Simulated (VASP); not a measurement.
# NaHI (P4/nmm) in VASP: single point with PBEsol

Aim: the single point of NaHI with PBEsol.

Program: VASP 6.6.1. These are calculated values, not measurements. Logs are shortened: lines on timing, memory, paths and dates and some standing lists are left out, and cuts for length are marked.

**1. The cell of the first run**

The structure is tetragonal, space group P4/nmm (No. 129). Conventional cell: a = 4.126 Å, b = 4.126 Å, c = 7.977 Å, α = 90.00°, β = 90.00°, γ = 90.00°. Within 3.4 Å of Na (site symmetry 4mm) lie 4 H at 2.61 Å and 4 I at 3.02 Å. H (site symmetry -4m2) has 4 Na at 2.61 Å and 4 H at 2.92 Å and 4 I at 3.16 Å within 3.4 Å. I (site symmetry 4mm) has 6 Na at 3.02 to 3.99 Å and 4 H at 3.16 Å and 8 I at 4.13 to 4.32 Å within 4.4 Å.

**2. Single point, PBEsol**

Input file INCAR:

```
SYSTEM = NaHI
PREC = Accurate ; ENCUT = 520
EDIFF = 1E-6 ; ISMEAR = 1
SIGMA = 0.0643 ; LREAL = .FALSE.
LASPH = .TRUE. ; NELM = 60
ALGO = Normal ; ISIF = 2
LWAVE = .FALSE. ; LCHARG = .FALSE.
GGA = PS ; NBANDS = 24
```

Input file KPOINTS:

```
regular mesh
0
G
  6 6 4
  0 0 0
```

Input file POSCAR:

```
NaHI
1.0
    4.1262910000      0.0000000000      0.0000000000
    0.0000000000      4.1262910000      0.0000000000
    0.0000000000      0.0000000000      7.9769300000
Na H I
2 2 2
Direct
    0.0000000000      0.5000000000      0.2000000000
    0.5000000000      0.0000000000      0.8000000000
    0.0000000000      0.0000000000      0.0000000000
    0.5000000000      0.5000000000      0.0000000000
    0.0000000000      0.5000000000      0.7000000000
    0.5000000000      0.0000000000      0.3000000000
```

Potentials or basis: VASP PAW PBE potentials, release 64 (Na_pv, H, I).

Launch:

```sh
cat potpaw_PBE.64/Na_pv/POTCAR potpaw_PBE.64/H/POTCAR potpaw_PBE.64/I/POTCAR > POTCAR
mpirun -np 1 vasp_std > vasp.out
```

OUTCAR:

```text
SYSTEM = NaHI
   PREC = Accurate
   ENCUT = 520
   EDIFF = 1E-6
   ISMEAR = 1
   LREAL = .FALSE.
   LASPH = .TRUE.
   NELM = 60
   ISIF = 2
   GGA = PS

 ion  position               nearest neighbor table
   1  0.000  0.500  0.200-   6 3.02   6 3.02   6 3.02   6 3.02
   2  0.500  0.000  0.800-   5 3.02   5 3.02   5 3.02   5 3.02
   3  0.000  0.000  0.000-
   4  0.500  0.500  0.000-
   5  0.000  0.500  0.700-   2 3.02   2 3.02   2 3.02   2 3.02
   6  0.500  0.000  0.300-   1 3.02   1 3.02   1 3.02   1 3.02

  LATTYP: Found a simple tetragonal cell.
 ALAT       =     4.1262910000
 C/A-ratio  =     1.9331961803

  Lattice vectors:

 A1 = (   4.1262910000,   0.0000000000,   0.0000000000)
 A2 = (   0.0000000000,   4.1262910000,   0.0000000000)
 A3 = (   0.0000000000,   0.0000000000,   7.9769300000)

Analysis of symmetry for initial positions (statically):
=====================================================================
 Subroutine PRICEL returns:
 Original cell was already a primitive cell.

 Routine SETGRP: Setting up the symmetry group for a
 simple tetragonal supercell.

 Subroutine GETGRP returns: Found 16 space group operations
 (whereof  8 operations were pure point group operations)
 out of a pool of 16 trial point group operations.

The static configuration has the point symmetry D_2d.
 The point group associated with its full space group is D_4h.

Analysis of symmetry for dynamics (positions and initial velocities):
=====================================================================
 Subroutine PRICEL returns:
 Original cell was already a primitive cell.

 Routine SETGRP: Setting up the symmetry group for a
 simple tetragonal supercell.

 Subroutine GETGRP returns: Found 16 space group operations
 (whereof  8 operations were pure point group operations)
 out of a pool of 16 trial point group operations.

The dynamic configuration has the point symmetry D_2d.
 The point group associated with its full space group is D_4h.

 Subroutine INISYM returns: Found 16 space group operations
 (whereof  8 operations are pure point group operations),
 and found     1 'primitive' translations

----------------------------------------------------------------------------------------

                                     Primitive cell

  volume of cell :     135.8174

[... 92 lines left out ...]
   LSORBIT =      F    spin-orbit coupling
   LASPH  =      T    aspherical Exc in radial PAW
   ENCUT  =  520.0 eV  38.22 Ry    6.18 a.u.   7.67  7.67 14.83*2*pi/ulx,y,z
   NELM   =     60;   NELMIN=  2; NELMDL= -5     # of ELM steps
   EDIFF  = 0.1E-05   stopping-criterion for ELM
   LREAL  =      F    real-space projection
   EDIFFG = 0.1E-04   stopping-criterion for IOM
   NSW    =      0    number of steps for IOM
   IBRION =     -1    ionic relax: 0-MD 1-quasi-New 2-CG
   NFREE  =      0    steps in history (QN), initial steepest desc. (CG)
   ISIF   =      2    stress and relaxation
   ISYM   =      2    0-nonsym 1-usesym 2-fastsym
   POTIM  = 0.5000    time-step for ionic-motion
   TEBEG  =    0.0;   TEEND  =   0.0 temperature during run
   PSTRESS=    0.0 pullay stress
   NELECT =      30.0000    total number of electrons
   NUPDOWN=      -1.0000    fix difference up-down
   EMIN   =  10.00;   EMAX   =-10.00  energy-range for DOS
   EFERMI =   0.00;   METHOD = LEGACY
   ISMEAR =     1;   SIGMA  =   0.06  broadening in eV -4-tet -1-fermi 0-gaus
   EFERMI_NEDOS =   21; number of points for ismear=-14 and -15
   IALGO  =     38    algorithm
   IMIX   =      4    mixing-type and parameters
     AMIX     =   0.40;   BMIX     =  1.00
     AMIX_MAG =   1.60;   BMIX_MAG =  1.00
  volume/ion in A,a.u.               =      22.64       152.76
  Fermi-wavevector in a.u.,A,eV,Ry     =   0.989609  1.870089 13.324526  0.979325
  Thomas-Fermi vector in A             =   2.121219
   LORBIT       =      0    0 simple, 1 ext, 2 COOP (PROOUT), +10 PAW based schemes
   GGA     = PS    functional components
   LHFCALC =     F    Hartree Fock is set to
   AEXX    =    0.0000 exact exchange contribution
   IVDW    =     0    specifies the selected vdW correction
   LEPSILON=     F    determine dielectric tensor
   LRPA    =     F    only Hartree local field effects (RPA)
 non-spin polarized calculation
 Methfessel and Paxton  Order N= 1 SIGMA  =   0.06
  energy-cutoff  :      520.00
  volume of cell :      135.82
 maximum number of plane-waves:      3709
 NGX is ok and might be reduce to    32
   NGX = 15   NGY = 15   NGZ = 29

 number of electron      30.0000015 magnetization

 Free energy of the ion-electron system (eV)
  ---------------------------------------------------
  ext. energy  EPLUGINS =         0.00000000
  ---------------------------------------------------
  free energy    TOTEN  =       -12.81061844 eV

  energy without entropy =      -12.80887823  energy(sigma->0) =      -12.81003837

 E-fermi :   1.6336     XC(G=0):  -8.3350

 val. band max:        1.6112571380   @ k =   0.3333   0.1667   0.5000
 cond. band min:       1.6339852368   @ k =   0.1667   0.0000   0.2500
 fundamental gap:      0.0227280988
 Fermi energy:         1.6336477391

 k-point     1 :       0.0000    0.0000    0.0000
  band No.  band energies     occupation
      1     -21.0303      2.00000
      2     -21.0258      2.00000
      3     -21.0258      2.00000
      4     -21.0253      2.00000
      5     -21.0243      2.00000
      6     -21.0243      2.00000
[... 637 lines left out ...]
     23       9.7551      0.00000
     24       9.7551      0.00000

 [... further k-points ...]
[... 5 lines left out ...]
  --------------------------------------------------------------------------------------
  -------------------------------------------------------------------------------------
  Total        1.4477586      1.4477586     -2.4580238      0.0000000      0.0000000      0.0000000
  in kB       17.0785601     17.0785601    -28.9962063      0.0000000      0.0000000      0.0000000
  external PRESSURE =       1.7203046 kB  Pullay stress =       0.0000000 kB

 VOLUME and BASIS-vectors are now :
 -----------------------------------------------------------------------------
  energy-cutoff  :      520.00
  volume of cell :      135.82
      direct lattice vectors                 reciprocal lattice vectors
     4.126291000  0.000000000  0.000000000     0.242348395  0.000000000  0.000000000
     0.000000000  4.126291000  0.000000000     0.000000000  0.242348395  0.000000000
     0.000000000  0.000000000  7.976930000     0.000000000  0.000000000  0.125361511

 POSITION                                       TOTAL-FORCE (eV/Angst)
 -----------------------------------------------------------------------------------
      0.00000      2.06315      1.59539        -0.000000      0.000000     -0.372810
      2.06315      0.00000      6.38154        -0.000000      0.000000      0.372810
      0.00000      0.00000      0.00000        -0.000000      0.000000      0.000000
      2.06315      2.06315      0.00000        -0.000000     -0.000000      0.000000
      0.00000      2.06315      5.58385        -0.000000      0.000000     -0.105863
      2.06315      0.00000      2.39308         0.000000      0.000000      0.105863
 -----------------------------------------------------------------------------------
    total drift:                                0.000000      0.000000      0.000000

  FREE ENERGIE OF THE ION-ELECTRON SYSTEM (eV)
  ---------------------------------------------------
  free  energy   TOTEN  =       -12.8106184376 eV

  energy  without entropy=      -12.8088782325  energy(sigma->0) =      -12.81003837
```

stdout:

```text
POSCAR found type information on POSCAR NaH I
 POSCAR found :  3 types and       6 ions
 scaLAPACK will be used
 -----------------------------------------------------------------------------
|                                                                             |
|                                                                             |
|     You enforced a specific xc type in the INCAR file but a different       |
|     I HOPE YOU KNOW WHAT YOU ARE DOING!                                     |
|                                                                             |
 -----------------------------------------------------------------------------

 LDA part: xc-table for (Slater+PW92), standard interpolation
 POSCAR, INCAR and KPOINTS ok, starting setup
 FFT: planning ... GRIDC
 FFT: planning ... GRID_SOFT
 FFT: planning ... GRID
 WAVECAR not read
 entering main loop
```

Wall time 30 s (1 thread of Intel Xeon 6975P-C (Granite Rapids), shared host); peak memory 0.28 GiB.

Results:

```yaml
Free_energy: -12.8106 eV
Pressure: 0.2 GPa
Largest_force: 0.373 eV/Å
Band_gap_on_the_k_mesh: zero (bands 15 and 16 overlap by 0.87 eV)
```

Forces in eV/Å, atoms in the order of the input:
```
Na   0.000  0.000 -0.373
Na   0.000  0.000  0.373
H    0.000  0.000  0.000
H    0.000  0.000  0.000
I    0.000  0.000 -0.106
I    0.000  0.000  0.106
```

Caveat: the PAW data sets were made with another functional, which shifts forces and pressure a little; spin-orbit coupling is left out, which moves the levels of the heavy elements.
